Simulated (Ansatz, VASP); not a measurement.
Two plane-wave programs on Sn2GeSe2

```
CELL_PARAMETERS angstrom
4.48223 0.00000 0.00000
-2.24111 3.88172 0.00000
0.00000 0.00000 8.76488
ATOMIC_POSITIONS crystal
Sn 0.00000 0.00000 0.70553
Sn 0.00000 0.00000 0.29447
Ge 0.66667 0.33333 0.00000
Se 0.66667 0.33333 0.50000
Se 0.33333 0.66667 0.00000
```

Change from the starting cell: species swapped into the Sr2ZnAs2 type (P-6m2, No. 187).

Alike in both runs: task single point; functional PBE; k mesh 6 × 6 × 2; occupations gaussian, width 0.1 eV; no spin polarisation.

```csv
,VASP,Ansatz
version,VASP 6.6.1,Ansatz 0.2.0
potentials or method,"VASP PAW PBE potentials, release 64 (Sn_d, Ge_d, Se), cutoff 520 eV","scalar-relativistic, plane waves, PAW"
valence electrons in the cell,54,74
```

VASP gave:

```
gap on the k mesh at the Fermi level (eV)                     : none
pressure (GPa)                                                : -2.2
traceless stress, the component that is largest in VASP (GPa) : -1.17
rms of the force components (eV/Å)                            : 0.050
```

Question: Estimate Ansatz's values.

Answer: gap on the k mesh at the Fermi level (eV): none; pressure (GPa): -2.1; traceless stress, the component that is largest in VASP (GPa): -1.15; rms of the force components (eV/Å): 0.050.

Atom by atom the forces differ by 0.000 eV/Å (rms over components). A gap of «none» marks a metal or a gap that the smearing closes. VASP's potentials hold 54 valence electrons a cell and Ansatz's 74, so a difference there can come from the potentials and not from the codes.
